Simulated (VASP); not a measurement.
Set up this calculation in VASP 6.6.1, as the native input.

```
Task                   : single point
Functional             : r2SCAN
Potentials or basis    : VASP PAW PBE potentials, release 64 (I, As, Rb_sv)
Cutoff                 : 520 eV
k mesh                 : 3 × 3 × 3
Occupations            : fermi-dirac, width 0.0661 eV
Spin                   : no spin polarisation
Dipole correction      : no
Further INCAR settings : ALGO = Normal; EDIFF = 1e-06; NBANDS = 42
```

The system is Rb2AsI6.

```
CELL_PARAMETERS angstrom
0.00000 5.66106 5.66106
5.66106 0.00000 5.66106
5.66106 5.66106 0.00000
ATOMIC_POSITIONS crystal
I 0.76200 0.23800 0.23800
I 0.23800 0.76200 0.23800
I 0.23800 0.76200 0.76200
I 0.76200 0.23800 0.76200
I 0.23800 0.23800 0.76200
I 0.76200 0.76200 0.23800
As 0.00000 0.00000 0.00000
Rb 0.25000 0.25000 0.25000
Rb 0.75000 0.75000 0.75000
```

The input as run:

POSCAR

```
Rb2AsI6
1.0
    0.0000000000      5.6610610000      5.6610610000
    5.6610610000      0.0000000000      5.6610610000
    5.6610610000      5.6610610000      0.0000000000
I As Rb
6 1 2
Direct
    0.7620000000      0.2380000000      0.2380000000
    0.2380000000      0.7620000000      0.2380000000
    0.2380000000      0.7620000000      0.7620000000
    0.7620000000      0.2380000000      0.7620000000
    0.2380000000      0.2380000000      0.7620000000
    0.7620000000      0.7620000000      0.2380000000
    0.0000000000      0.0000000000      0.0000000000
    0.2500000000      0.2500000000      0.2500000000
    0.7500000000      0.7500000000      0.7500000000
```

INCAR.step1

```
SYSTEM = Rb2AsI6
PREC     = Accurate       ! precision mode
ENCUT    = 520            ! plane-wave cutoff, eV
ISMEAR   = -1             ! smearing method
SIGMA    = 0.0661         ! smearing width, eV
LREAL    = .FALSE.        ! projectors in reciprocal space
LASPH    = .TRUE.         ! aspherical terms in the spheres
NELM     = 80             ! most SCF steps
NBANDS   = 42             ! bands
GGA      = PE             ! functional
ALGO     = Normal         ! electronic algorithm
EDIFF    = 1E-4           ! SCF threshold, eV
LWAVE    = .TRUE.         ! write WAVECAR
LCHARG   = .FALSE.        ! write CHGCAR
```

INCAR.step2

```
SYSTEM = Rb2AsI6
PREC     = Accurate       ! precision mode
ENCUT    = 520            ! plane-wave cutoff, eV
EDIFF    = 1E-6           ! SCF threshold, eV
ISMEAR   = -1             ! smearing method
SIGMA    = 0.0661         ! smearing width, eV
LREAL    = .FALSE.        ! projectors in reciprocal space
LASPH    = .TRUE.         ! aspherical terms in the spheres
NELM     = 80             ! most SCF steps
ALGO     = Normal         ! electronic algorithm
ISIF     = 2              ! what is computed and relaxed
LWAVE    = .FALSE.        ! write WAVECAR
LCHARG   = .TRUE.         ! write CHGCAR
METAGGA  = R2SCAN         ! meta-GGA
LMIXTAU  = .TRUE.       
LELF     = .TRUE.         ! ELF
LVHAR    = .TRUE.       
NBANDS   = 42             ! bands
ISTART   = 1
```

KPOINTS

```
Automatic mesh
0
G
  3 3 3
  0 0 0
```

Potentials or basis: VASP PAW PBE potentials, release 64 (I, As, Rb_sv).

Launch:

```sh
$ cat potpaw_PBE.64/I/POTCAR potpaw_PBE.64/As/POTCAR potpaw_PBE.64/Rb_sv/POTCAR > POTCAR
$ cp INCAR.step1 INCAR
$ mpirun -np 1 vasp_std > vasp.out
$ cp INCAR.step2 INCAR
$ mpirun -np 1 vasp_std > vasp.out
```

Results of the run:

```
Pressure               : 2.1 GPa
Largest force          : 0.942 eV/Å
Band gap on the k mesh : zero (an odd number of electrons rules out a gap without spin polarisation)
```

Caveat: the PAW data sets were made with another functional, which shifts forces and pressure a little; spin-orbit coupling is left out, which moves the levels of the heavy elements; an odd number of electrons without spin polarisation forces a metal; a magnetic or distorted state may lie lower.

Run time: 5.7 min on 1 thread of Intel Xeon 8259CL, on a shared host, peak memory 0.57 GiB.
